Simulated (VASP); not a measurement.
# C (Fd-3m) in VASP: a series of runs, part 2 of 2

VASP 6.6.1. The steps go on from the part before.

**3. Single point, PBE**

This run uses another cell than the first one, of 5.69 Å³/atom, 0.966 times its volume.

Input file INCAR:

```
PREC = Accurate
ENCUT = 600
EDIFF = 1E-6
ISMEAR = 0
SIGMA = 0.05
LREAL = False
LASPH = True
NELM = 120
ALGO = Normal
ISIF = 2
LWAVE = False
LCHARG = False
GGA = PE
NBANDS = 11
GGA_COMPAT = False
```

Input file KPOINTS:

```
Automatic mesh
0
Gamma
  10 10 10
```

Input file POSCAR:

```
C
1.0
    0.0000000000      1.7856546300      1.7856546300
    1.7856546300      0.0000000000      1.7856546300
    1.7856546300      1.7856546300      0.0000000000
C
2
Direct
    0.7500000000      0.7500000000      0.7500000000
    0.5000000000      0.5000000000      0.5000000000
```

Potentials or basis: VASP PAW PBE potentials, release 64 (C).

Command:

```sh
$ cat potpaw_PBE.64/C/POTCAR > POTCAR
$ mpirun -np 1 vasp_std > vasp.out
```

OUTCAR:

```text
PREC = Accurate
   ENCUT = 600
   EDIFF = 1E-6
   ISMEAR = 0
   LREAL = False
   LASPH = True
   NELM = 120
   ISIF = 2
   GGA = PE

 ion  position               nearest neighbor table
   1  0.750  0.750  0.750-   2 1.55   2 1.55   2 1.55   2 1.55
   2  0.500  0.500  0.500-   1 1.55   1 1.55   1 1.55   1 1.55

  LATTYP: Found a face centered cubic cell.
 ALAT       =     3.5713092600

  Lattice vectors:

 A1 = (   0.0000000000,   1.7856546300,   1.7856546300)
 A2 = (   1.7856546300,   0.0000000000,   1.7856546300)
 A3 = (   1.7856546300,   1.7856546300,   0.0000000000)

Analysis of symmetry for initial positions (statically):
=====================================================================
 Subroutine PRICEL returns:
 Original cell was already a primitive cell.

 Routine SETGRP: Setting up the symmetry group for a
 face centered cubic supercell.

 Subroutine GETGRP returns: Found 48 space group operations
 (whereof 24 operations were pure point group operations)
 out of a pool of 48 trial point group operations.

The static configuration has the point symmetry T_d .
 The point group associated with its full space group is O_h .

Analysis of symmetry for dynamics (positions and initial velocities):
=====================================================================
 Subroutine PRICEL returns:
 Original cell was already a primitive cell.

 Routine SETGRP: Setting up the symmetry group for a
 face centered cubic supercell.

 Subroutine GETGRP returns: Found 48 space group operations
 (whereof 24 operations were pure point group operations)
 out of a pool of 48 trial point group operations.

The dynamic configuration has the point symmetry T_d .
 The point group associated with its full space group is O_h .

 Subroutine INISYM returns: Found 48 space group operations
 (whereof 24 operations are pure point group operations),
 and found     1 'primitive' translations

----------------------------------------------------------------------------------------

                                     Primitive cell

  volume of cell :      11.3873

  direct lattice vectors                    reciprocal lattice vectors
     0.000000000  1.785654630  1.785654630    -0.280009354  0.280009354  0.280009354
     1.785654630  0.000000000  1.785654630     0.280009354 -0.280009354  0.280009354
     1.785654630  1.785654630  0.000000000     0.280009354  0.280009354 -0.280009354

  length of vectors
     2.525296995  2.525296995  2.525296995     0.484990428  0.484990428  0.484990428

  position of ions in fractional coordinates (direct lattice)
     0.750000000  0.750000000  0.750000000
     0.500000000  0.500000000  0.500000000

  ion indices of the primitive-cell ions
   primitive index   ion index
                 1           1
                 2           2

----------------------------------------------------------------------------------------

 KPOINTS: Automatic mesh

Automatic generation of k-mesh.
 Grid dimensions read from file:
 generate k-points for:   10   10   10

 Generating k-lattice:

  Cartesian coordinates                     Fractional coordinates (reciprocal lattice)
    -0.028000935  0.028000935  0.028000935     0.100000000  0.000000000  0.000000000
     0.028000935 -0.028000935  0.028000935     0.000000000  0.100000000  0.000000000
     0.028000935  0.028000935 -0.028000935     0.000000000  0.000000000  0.100000000
[... 40 lines left out ...]
   number of dos      NEDOS =    301   number of ions     NIONS =      2
   total plane-waves  NPLWV =   8000
   dimension x,y,z NGX =    20 NGY =   20 NGZ =   20
   dimension x,y,z NGXF=    40 NGYF=   40 NGZF=   40
   ions per type =               2
   NGX,Y,Z   is equivalent  to a cutoff of  13.17, 13.17, 13.17 a.u.
   NGXF,Y,Z  is equivalent  to a cutoff of  26.33, 26.33, 26.33 a.u.
 SYSTEM =  unknown system
   PREC   = accura    normal or accurate (medium, high low for compatibility)
   ISTART =      0    job   : 0-new  1-cont  2-samecut
   ICHARG =      2    charge: 1-file 2-atom 10-const
   ISPIN  =      1    spin polarized calculation?
   LNONCOLLINEAR =      F non collinear calculations
   LSORBIT =      F    spin-orbit coupling
   LASPH  =      T    aspherical Exc in radial PAW
   ENCUT  =  600.0 eV  44.10 Ry    6.64 a.u.   5.04  5.04  5.04*2*pi/ulx,y,z
   NELM   =    120;   NELMIN=  2; NELMDL= -5     # of ELM steps
   EDIFF  = 0.1E-05   stopping-criterion for ELM
   LREAL  =      F    real-space projection
   EDIFFG = 0.1E-04   stopping-criterion for IOM
   NSW    =      0    number of steps for IOM
   IBRION =     -1    ionic relax: 0-MD 1-quasi-New 2-CG
   NFREE  =      0    steps in history (QN), initial steepest desc. (CG)
   ISIF   =      2    stress and relaxation
   ISYM   =      2    0-nonsym 1-usesym 2-fastsym
   POTIM  = 0.5000    time-step for ionic-motion
   TEBEG  =    0.0;   TEEND  =   0.0 temperature during run
   PSTRESS=    0.0 pullay stress
   NELECT =       8.0000    total number of electrons
   NUPDOWN=      -1.0000    fix difference up-down
   EMIN   =  10.00;   EMAX   =-10.00  energy-range for DOS
   EFERMI =   0.00;   METHOD = LEGACY
   ISMEAR =     0;   SIGMA  =   0.05  broadening in eV -4-tet -1-fermi 0-gaus
   EFERMI_NEDOS =   21; number of points for ismear=-14 and -15
   IALGO  =     38    algorithm
   IMIX   =      4    mixing-type and parameters
     AMIX     =   0.40;   BMIX     =  1.00
     AMIX_MAG =   1.60;   BMIX_MAG =  1.00
  volume/ion in A,a.u.               =       5.69        38.42
  Fermi-wavevector in a.u.,A,eV,Ry     =   1.455339  2.750191 28.817279  2.118010
  Thomas-Fermi vector in A             =   2.572385
   LORBIT       =      0    0 simple, 1 ext, 2 COOP (PROOUT), +10 PAW based schemes
   GGA     = PE    functional components
   LHFCALC =     F    Hartree Fock is set to
   AEXX    =    0.0000 exact exchange contribution
   IVDW    =     0    specifies the selected vdW correction
   LEPSILON=     F    determine dielectric tensor
   LRPA    =     F    only Hartree local field effects (RPA)
 non-spin polarized calculation
 Gauss-broadening in eV      SIGMA  =   0.05
  energy-cutoff  :      600.00
  volume of cell :       11.39
 maximum number of plane-waves:       392
   NGX =  9   NGY =  9   NGZ =  9

 number of electron       7.9999999 magnetization

 Free energy of the ion-electron system (eV)
  ---------------------------------------------------
  ext. energy  EPLUGINS =         0.00000000
  ---------------------------------------------------
  free energy    TOTEN  =       -18.19042189 eV

  energy without entropy =      -18.19042189  energy(sigma->0) =      -18.19042189

 E-fermi :   9.8902     XC(G=0): -13.2314

 val. band max:        9.6730731456   @ k =   0.0000   0.0000   0.0000
 cond. band min:      13.8346583676   @ k =   0.4000   0.4000   0.0000
 fundamental gap:      4.1615852220
 Fermi energy:         9.8901775340

 k-point     1 :       0.0000    0.0000    0.0000
  band No.  band energies     occupation
      1     -11.7518      2.00000
      2       9.6731      2.00000
      3       9.6731      2.00000
      4       9.6731      2.00000
      5      15.2527      0.00000
      6      15.2527      0.00000
      7      15.2527      0.00000
      8      22.9165      0.00000
      9      28.9190      0.00000
     10      36.1671      0.00000
     11      36.1671      0.00000
[... 309 lines left out ...]
 k-point    24 :       0.4000    0.3000    0.0000
  band No.  band energies     occupation
      1      -7.1751      2.00000
      2       1.6319      2.00000
      3       3.7125      2.00000
      4       4.3364      2.00000
      5      14.4550      0.00000
      6      17.6771      0.00000
      7      23.7084      0.00000
      8      23.7606      0.00000
      9      31.3278      0.00000
     10      32.5070      0.00000
     11      40.3764      0.00000

 [... further k-points ...]

------------------------ aborting loop because EDIFF is reached ----------------------------------------

  FORCE on cell =-STRESS in cart. coord.  units (eV):
  Direction    XX          YY          ZZ          XY          YZ          ZX
  --------------------------------------------------------------------------------------
  -------------------------------------------------------------------------------------
  Total        0.0066018      0.0066018      0.0066018      0.0000000      0.0000000      0.0000000
  in kB        0.9288616      0.9288616      0.9288616      0.0000000      0.0000000      0.0000000
  external PRESSURE =       0.9288616 kB  Pullay stress =       0.0000000 kB

 VOLUME and BASIS-vectors are now :
 -----------------------------------------------------------------------------
  energy-cutoff  :      600.00
  volume of cell :       11.39
      direct lattice vectors                 reciprocal lattice vectors
     0.000000000  1.785654630  1.785654630    -0.280009354  0.280009354  0.280009354
     1.785654630  0.000000000  1.785654630     0.280009354 -0.280009354  0.280009354
     1.785654630  1.785654630  0.000000000     0.280009354  0.280009354 -0.280009354

 POSITION                                       TOTAL-FORCE (eV/Angst)
 -----------------------------------------------------------------------------------
      2.67848      2.67848      2.67848         0.000000     -0.000000      0.000000
      1.78565      1.78565      1.78565        -0.000000      0.000000     -0.000000
 -----------------------------------------------------------------------------------
    total drift:                                0.000000     -0.000000      0.000000

  FREE ENERGIE OF THE ION-ELECTRON SYSTEM (eV)
  ---------------------------------------------------
  free  energy   TOTEN  =       -18.1904218876 eV

  energy  without entropy=      -18.1904218876  energy(sigma->0) =      -18.19042189
```

stdout:

```text
POSCAR found type information on POSCAR C
 POSCAR found :  1 types and       2 ions
 scaLAPACK will be used
 LDA part: xc-table for (Slater+PW92), standard interpolation
 POSCAR, INCAR and KPOINTS ok, starting setup
 FFT: planning ... GRIDC
 FFT: planning ... GRID_SOFT
 FFT: planning ... GRID
 WAVECAR not read
 entering main loop
```

Run time: 4.9 s. Hardware: 1 thread of Intel Xeon Platinum 8488C (Sapphire Rapids), shared host; peak memory 0.11 GiB.

What came out:

```yaml
Free_energy: -18.1904 eV
Pressure: 0.1 GPa
Band_gap_on_the_k_mesh: 4.16 eV, indirect (least direct gap 5.58 eV)
```

A k mesh can miss the band edges.

**4. Single point, r2SCAN**

This run uses another cell than the first one, of 5.54 Å³/atom, 0.939 times its volume.

Input file POSCAR:

```
C
1.0
    0.0000000000      1.7692082137      1.7692082137
    1.7692082137      0.0000000000      1.7692082137
    1.7692082137      1.7692082137      0.0000000000
C
2
Direct
    0.7500000000      0.7500000000      0.7500000000
    0.5000000000      0.5000000000      0.5000000000
```

Input file INCAR.step1:

```
  PREC = Accurate
  ENCUT = 660
  ISMEAR = 0
  SIGMA = 0.05
  LREAL = F
  LASPH = T
  NELM = 120
  NBANDS = 11
  GGA = PE
  ALGO = Normal
  EDIFF = 1E-5
  LWAVE = T
  LCHARG = F
  GGA_COMPAT = F
```

Input file INCAR.step2:

```
  PREC = Accurate
  ENCUT = 660
  EDIFF = 1E-6
  ISMEAR = 0
  SIGMA = 0.05
  LREAL = F
  LASPH = T
  NELM = 120
  ALGO = Normal
  ISIF = 2
  LWAVE = F
  LCHARG = T
  METAGGA = R2SCAN
  LMIXTAU = T
  LELF = T
  LVHAR = T
  NBANDS = 11
  ISTART = 1
  GGA_COMPAT = F
```

Input file KPOINTS:

```
regular mesh
0
Gamma
  12 12 12
```

Command:

```sh
$ cat potpaw_PBE.64/C/POTCAR > POTCAR
$ cp INCAR.step1 INCAR
$ mpirun -np 1 vasp_std > vasp.out
$ cp INCAR.step2 INCAR
$ mpirun -np 1 vasp_std > vasp.out
```

It took 30 s on 1 thread of Intel Xeon Platinum 8488C (Sapphire Rapids), shared host; peak memory 0.13 GiB.

The run converged. Its results:

```yaml
Free_energy: -19.6625 eV
Pressure: 8.8 GPa
Band_gap_on_the_k_mesh: 4.40 eV, indirect (least direct gap 5.90 eV)
```

Levels at points of the mesh, in eV from the valence-band top:
| k point | band 1 | band 2 | band 3 | band 4 | band 5 | band 6 | band 7 | band 8 | band 9 |
| --- | --- | --- | --- | --- | --- | --- | --- | --- | --- |
| (0.00, 0.00, 0.00) | -23.03 | 0.00 | 0.00 | 0.00 | 5.90 | 5.90 | 5.90 | 14.40 | 20.73 |
| (0.50, 0.00, 0.00) | -16.94 | -14.32 | -3.04 | -3.04 | 8.98 | 8.98 | 9.47 | 16.93 | 23.58 |
| (0.50, 0.50, 0.00) | -13.76 | -13.76 | -6.81 | -6.81 | 5.05 | 5.05 | 18.25 | 18.25 | 25.09 |

Caveat: the PAW data sets were made with another functional, which shifts forces and pressure a little. r2SCAN opens gaps a little over a GGA but as a rule still falls short of measured ones.

**5. Overview**

```tsv
level	cell	k mesh	cutoff (eV)	gap on the mesh (eV)	pressure (GPa)
PBE	a = 2.555 Å, angles 60.0°, 2 atoms	10 × 10 × 10	600	4.09	-14.1
PBE	a = 2.525 Å, angles 60.0°, 2 atoms	10 × 10 × 10	600	4.16	0.1
r2SCAN	a = 2.502 Å, angles 60.0°, 2 atoms	12 × 12 × 12	660	4.40	8.8
```

Alike in all rows: task single point; potentials or basis VASP PAW PBE potentials, release 64 (C); no spin polarisation; smearing gaussian 0.05 eV.

Caveats: the PAW data sets were made with another functional, which shifts forces and pressure a little (some runs).

Absolute energies hang on the potentials; compare differences alone.
